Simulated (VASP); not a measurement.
Crystal: PbS.

```
Pb S
1.0
     0.00000    2.97057    2.97057
     2.97057    0.00000    2.97057
     2.97057    2.97057    0.00000
Pb S
1 1
Direct
  0.00000 0.00000 0.00000
  0.50000 0.50000 0.50000
```

Base run:

* Program: VASP 6.6.1
* Functional: r2SCAN
* Potentials or basis: VASP PAW PBE potentials, release 64 (Pb_d, S)
* Cutoff: 520 eV
* k mesh: 6 × 6 × 6
* Occupations: gaussian, width 0.01 eV
* Spin: no spin polarisation

Its results: band gap on the k mesh 0.64 eV; electronic dielectric tensor (diagonal) 14.25.

Question: The run is repeated on the same cell with these changes: functional from r2SCAN to PBE. What comes out?

Answer: Band gap on the k mesh 0.38 eV; electronic dielectric tensor (diagonal) 29.29.

Caveats: the gap is small at this level, which inflates the dielectric constant; spin-orbit coupling is left out, which moves the levels of the heavy elements.

A k mesh can miss the band edges.
